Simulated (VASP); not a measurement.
# Al (P6_3/mmc) in VASP: further runs

Runs on Al. Level: PBEsol. Tasks: single point.

Program: VASP 6.6.1. These are calculated values, not measurements. Logs are shortened: lines on timing, memory, paths and dates and some standing lists are left out, and cuts for length are marked.

## 1. The cell of the first run

The structure is hexagonal, space group P6_3/mmc (No. 194). Conventional cell: a = 2.930 Å, b = 2.930 Å, c = 4.490 Å, α = 90.00°, β = 90.00°, γ = 120.00°. Al (site symmetry -6m2) has 12 Al at 2.81 to 2.93 Å within 3.7 Å.

## 2. Single point, PBEsol

The input, INCAR:

```
SYSTEM = Al
ALGO = Fast ; EDIFF = 1E-6
ENCUT = 520 ; GGA = PS
ISIF = 2 ; ISMEAR = 0
LASPH = .True. ; LCHARG = .False.
LREAL = .False. ; LWAVE = .False.
NBANDS = 10 ; NELM = 80
PREC = Accurate ; SIGMA = 0.15
```

The input, KPOINTS:

```
k-points
0
Gamma
  18 18 10
  0 0 0
```

The input, POSCAR:

```
Al
1.0
    2.9295000000      0.0000000000      0.0000000000
   -1.4647500000      2.5370214204      0.0000000000
    0.0000000000      0.0000000000      4.4899000000
Al
2
Direct
    0.6666666667      0.3333333333      0.7500000000
    0.3333333333      0.6666666667      0.2500000000
```

Potentials or basis: VASP PAW PBE potentials, release 64 (Al).

Run with:

```bash
$ cat potpaw_PBE.64/Al/POTCAR > POTCAR
$ mpirun -np 1 vasp_std > vasp.out
```

OUTCAR:

```text
SYSTEM = Al
   EDIFF = 1E-6
   ENCUT = 520
   GGA = PS
   ISIF = 2
   ISMEAR = 0
   LASPH = .True.
   LREAL = .False.
   NELM = 80
   PREC = Accurate

 ion  position               nearest neighbor table
   1  0.667  0.333  0.750-   2 2.81   2 2.81   2 2.81   2 2.81   2 2.81   2 2.81
   2  0.333  0.667  0.250-   1 2.81   1 2.81   1 2.81   1 2.81   1 2.81   1 2.81

  LATTYP: Found a hexagonal cell.
 ALAT       =     2.9295000000
 C/A-ratio  =     1.5326506230

  Lattice vectors:

 A1 = (   2.9295000000,   0.0000000000,   0.0000000000)
 A2 = (  -1.4647500000,   2.5370214204,   0.0000000000)
 A3 = (   0.0000000000,   0.0000000000,   4.4899000000)

Analysis of symmetry for initial positions (statically):
=====================================================================
 Subroutine PRICEL returns:
 Original cell was already a primitive cell.

 Routine SETGRP: Setting up the symmetry group for a
 hexagonal supercell.

 Subroutine GETGRP returns: Found 24 space group operations
 (whereof 12 operations were pure point group operations)
 out of a pool of 24 trial point group operations.

The static configuration has the point symmetry D_3d.
 The point group associated with its full space group is D_6h.

Analysis of symmetry for dynamics (positions and initial velocities):
=====================================================================
 Subroutine PRICEL returns:
 Original cell was already a primitive cell.

 Routine SETGRP: Setting up the symmetry group for a
 hexagonal supercell.

 Subroutine GETGRP returns: Found 24 space group operations
 (whereof 12 operations were pure point group operations)
 out of a pool of 24 trial point group operations.

The dynamic configuration has the point symmetry D_3d.
 The point group associated with its full space group is D_6h.

 Subroutine INISYM returns: Found 24 space group operations
 (whereof 12 operations are pure point group operations),
 and found     1 'primitive' translations

----------------------------------------------------------------------------------------

                                     Primitive cell

  volume of cell :      33.3699

  direct lattice vectors                    reciprocal lattice vectors
     2.929500000  0.000000000  0.000000000     0.341355180  0.197081505  0.000000000
    -1.464750000  2.537021420  0.000000000     0.000000000  0.394163010  0.000000000
     0.000000000  0.000000000  4.489900000     0.000000000  0.000000000  0.222722110

  length of vectors
     2.929500000  2.929500000  4.489900000     0.394163010  0.394163010  0.222722110

  position of ions in fractional coordinates (direct lattice)
     0.666666667  0.333333333  0.750000000
     0.333333333  0.666666667  0.250000000

  ion indices of the primitive-cell ions
   primitive index   ion index
                 1           1
                 2           2

----------------------------------------------------------------------------------------

 KPOINTS: k-points

Automatic generation of k-mesh.
 Grid dimensions read from file:
 generate k-points for:   18   18   10

 Generating k-lattice:

  Cartesian coordinates                     Fractional coordinates (reciprocal lattice)
     0.018964177  0.010948973  0.000000000     0.055555556  0.000000000  0.000000000
     0.000000000  0.021897945  0.000000000     0.000000000  0.055555556  0.000000000
     0.000000000  0.000000000  0.022272211     0.000000000  0.000000000  0.100000000

  Length of vectors
     0.021897945  0.021897945  0.022272211

  Shift w.r.t. Gamma in fractional coordinates (k-lattice)
     0.000000000  0.000000000  0.000000000

 Subroutine IBZKPT returns following result:
 ===========================================

 Found    222 irreducible k-points:

 Following reciprocal coordinates:
            Coordinates               Weight
  0.000000  0.000000  0.000000      1.000000
  0.055556  0.000000  0.000000      6.000000
  0.111111  0.000000  0.000000      6.000000
  0.166667 -0.000000  0.000000      6.000000
  0.222222 -0.000000  0.000000      6.000000
  0.277778  0.000000  0.000000      6.000000
[... 16 lines left out ...]
  0.333333  0.111111  0.000000     12.000000
  0.388889  0.111111  0.000000     12.000000
 [... further k-points ...]
   k-points           NKPTS =    222   k-points in BZ     NKDIM =    222   number of bands    NBANDS=     10
   number of dos      NEDOS =    301   number of ions     NIONS =      2
   total plane-waves  NPLWV =  20736
   dimension x,y,z NGX =    24 NGY =   24 NGZ =   36
   dimension x,y,z NGXF=    48 NGYF=   48 NGZF=   72
   ions per type =               2
   NGX,Y,Z   is equivalent  to a cutoff of  13.62, 13.62, 13.33 a.u.
   NGXF,Y,Z  is equivalent  to a cutoff of  27.24, 27.24, 26.66 a.u.
 SYSTEM =  Al
   PREC   = accura    normal or accurate (medium, high low for compatibility)
   ISTART =      0    job   : 0-new  1-cont  2-samecut
   ICHARG =      2    charge: 1-file 2-atom 10-const
   ISPIN  =      1    spin polarized calculation?
   LNONCOLLINEAR =      F non collinear calculations
   LSORBIT =      F    spin-orbit coupling
   LASPH  =      T    aspherical Exc in radial PAW
   ENCUT  =  520.0 eV  38.22 Ry    6.18 a.u.   5.45  5.45  8.35*2*pi/ulx,y,z
   NELM   =     80;   NELMIN=  2; NELMDL= -5     # of ELM steps
   EDIFF  = 0.1E-05   stopping-criterion for ELM
   LREAL  =      F    real-space projection
   EDIFFG = 0.1E-04   stopping-criterion for IOM
   NSW    =      0    number of steps for IOM
   IBRION =     -1    ionic relax: 0-MD 1-quasi-New 2-CG
   NFREE  =      0    steps in history (QN), initial steepest desc. (CG)
   ISIF   =      2    stress and relaxation
   ISYM   =      2    0-nonsym 1-usesym 2-fastsym
   POTIM  = 0.5000    time-step for ionic-motion
   TEBEG  =    0.0;   TEEND  =   0.0 temperature during run
   PSTRESS=    0.0 pullay stress
   NELECT =       6.0000    total number of electrons
   NUPDOWN=      -1.0000    fix difference up-down
   EMIN   =  10.00;   EMAX   =-10.00  energy-range for DOS
   EFERMI =   0.00;   METHOD = LEGACY
   ISMEAR =     0;   SIGMA  =   0.15  broadening in eV -4-tet -1-fermi 0-gaus
   EFERMI_NEDOS =   21; number of points for ismear=-14 and -15
   IALGO  =     68    algorithm
   IMIX   =      4    mixing-type and parameters
     AMIX     =   0.40;   BMIX     =  1.00
     AMIX_MAG =   1.60;   BMIX_MAG =  1.00
  volume/ion in A,a.u.               =      16.68       112.60
  Fermi-wavevector in a.u.,A,eV,Ry     =   0.924004  1.746114 11.616426  0.853783
  Thomas-Fermi vector in A             =   2.049702
   LORBIT       =      0    0 simple, 1 ext, 2 COOP (PROOUT), +10 PAW based schemes
   GGA     = PS    functional components
   LHFCALC =     F    Hartree Fock is set to
   AEXX    =    0.0000 exact exchange contribution
   IVDW    =     0    specifies the selected vdW correction
   LEPSILON=     F    determine dielectric tensor
   LRPA    =     F    only Hartree local field effects (RPA)
 non-spin polarized calculation
 RMM-DIIS sequential band-by-band and
 Gauss-broadening in eV      SIGMA  =   0.15
  energy-cutoff  :      520.00
  volume of cell :       33.37
 maximum number of plane-waves:       929
 NGX is ok and might be reduce to    24
   NGX = 11   NGY = 11   NGZ = 17

 number of electron       6.0000000 magnetization

 Free energy of the ion-electron system (eV)
  ---------------------------------------------------
  ext. energy  EPLUGINS =         0.00000000
  ---------------------------------------------------
  free energy    TOTEN  =        -8.09478249 eV

  energy without entropy =       -8.08434086  energy(sigma->0) =       -8.08956168

 E-fermi :   7.8187     XC(G=0): -10.2154

 val. band max:        7.8048751686   @ k =   0.3333   0.2222   0.1000
 cond. band min:       7.8242389747   @ k =   0.3333   0.2778   0.3000
 fundamental gap:      0.0193638061
 Fermi energy:         7.8187044151

 k-point     1 :       0.0000    0.0000    0.0000
  band No.  band energies     occupation
      1      -3.2243      2.00000
      2       3.6518      2.00000
      3       4.2554      2.00000
      4      17.2739      0.00000
      5      17.2739      0.00000
      6      17.9377      0.00000
      7      17.9377      0.00000
      8      20.2407      0.00000
      9      20.8323      0.00000
     10      22.9702      0.00000

 k-point     2 :       0.0556    0.0000    0.0000
  band No.  band energies     occupation
      1      -3.1534      2.00000
      2       3.7171      2.00000
      3       4.3245      2.00000
      4      15.9459      0.00000
      5      16.5088      0.00000
      6      17.8635      0.00000
      7      18.8276      0.00000
      8      20.9543      0.00000
      9      21.4989      0.00000
     10      21.8532      0.00000

 k-point     3 :       0.1111    0.0000    0.0000
  band No.  band energies     occupation
      1      -2.9410      2.00000
      2       3.9131      2.00000
      3       4.5309      2.00000
      4      14.0130      0.00000
      5      15.6091      0.00000
      6      17.1627      0.00000
      7      20.1013      0.00000
      8      20.1054      0.00000
      9      20.5851      0.00000
     10      21.9208      0.00000

 k-point     4 :       0.1667   -0.0000    0.0000
  band No.  band energies     occupation
      1      -2.5876      2.00000
      2       4.2397      2.00000
      3       4.8716      2.00000
      4      12.0736      0.00000
      5      14.8184      0.00000
      6      16.3450      0.00000
      7      18.2701      0.00000
      8      19.0132      0.00000
      9      21.0925      0.00000
     10      21.1219      0.00000
[... 222 lines left out ...]
 k-point    22 :       0.2778    0.1111    0.0000
  band No.  band energies     occupation
      1      -0.4863      2.00000
      2       6.1936      2.00000
      3       6.3924      2.00000
      4       7.4690      1.99902
      5      10.5027      0.00000
      6      13.2974      0.00000
      7      14.2094      0.00000
      8      17.0704      0.00000
      9      17.5832      0.00000
     10      17.8133      0.00000

 k-point    23 :       0.3333    0.1111    0.0000
  band No.  band energies     occupation
      1       0.4136      2.00000
      2       5.2610      2.00000
      3       7.0314      2.00000
      4       7.8996      0.44580
      5      10.1670      0.00000
      6      11.8343      0.00000
      7      12.8324      0.00000
      8      16.7141      0.00000
      9      17.2911      0.00000
     10      17.5010      0.00000

 k-point    24 :       0.3889    0.1111    0.0000
  band No.  band energies     occupation
      1       1.4413      2.00000
      2       3.8985      2.00000
      3       7.9699      0.15407
      4       8.7449      0.00000
      5       9.9345      0.00000
      6      10.5156      0.00000
      7      11.6423      0.00000
      8      16.5031      0.00000
      9      17.1149      0.00000
     10      17.3120      0.00000

 [... further k-points ...]

------------------------ aborting loop because EDIFF is reached ----------------------------------------

  FORCE on cell =-STRESS in cart. coord.  units (eV):
  Direction    XX          YY          ZZ          XY          YZ          ZX
  --------------------------------------------------------------------------------------
  -------------------------------------------------------------------------------------
  Total       -0.5824918     -0.5824918      0.3795361      0.0000000     -0.0000000      0.0000000
  in kB      -27.9670151    -27.9670151     18.2225594      0.0000000     -0.0000000      0.0000000
  external PRESSURE =     -12.5704903 kB  Pullay stress =       0.0000000 kB

 VOLUME and BASIS-vectors are now :
 -----------------------------------------------------------------------------
  energy-cutoff  :      520.00
  volume of cell :       33.37
      direct lattice vectors                 reciprocal lattice vectors
     2.929500000  0.000000000  0.000000000     0.341355180  0.197081505  0.000000000
    -1.464750000  2.537021420  0.000000000     0.000000000  0.394163010  0.000000000
     0.000000000  0.000000000  4.489900000     0.000000000  0.000000000  0.222722110

 POSITION                                       TOTAL-FORCE (eV/Angst)
 -----------------------------------------------------------------------------------
      1.46475      0.84567      3.36742        -0.000000      0.000000      0.000000
     -0.00000      1.69135      1.12247         0.000000     -0.000000      0.000000
 -----------------------------------------------------------------------------------
    total drift:                                0.000000     -0.000000     -0.000000

  FREE ENERGIE OF THE ION-ELECTRON SYSTEM (eV)
  ---------------------------------------------------
  free  energy   TOTEN  =        -8.0947824943 eV

  energy  without entropy=       -8.0843408578  energy(sigma->0) =       -8.08956168
```

Wall time 19 s (1 thread of Intel Xeon 6975P-C (Granite Rapids), shared host); peak memory 0.18 GiB.

What came out:

| Property | Result |
| --- | --- |
| Free energy | -8.0948 eV |
| Pressure | -1.3 GPa |
| Band gap on the k mesh | zero (band 3 reaches 12.88 eV, above the bottom of band 4 at 4.53 eV) |

Levels at points of the mesh, in eV from the Fermi level:
```tsv
k point	band 1	band 2	band 3	band 4	band 5	band 6	band 7
(0.00, 0.00, 0.00)	-11.04	-4.17	-3.56	9.46	9.46	10.12	10.12
(0.50, 0.00, 0.00)	-5.57	-5.25	0.68	1.66	1.73	2.19	4.81
(0.00, 0.00, 0.50)	-9.22	-9.22	4.65	4.65	10.90	10.90	10.90
(0.50, 0.00, 0.50)	-3.97	-3.97	-3.29	-3.29	6.38	6.38	7.51
```

Caveat: the PAW data sets were made with another functional, which shifts forces and pressure a little.

(Part 1 of 2 ends here.)
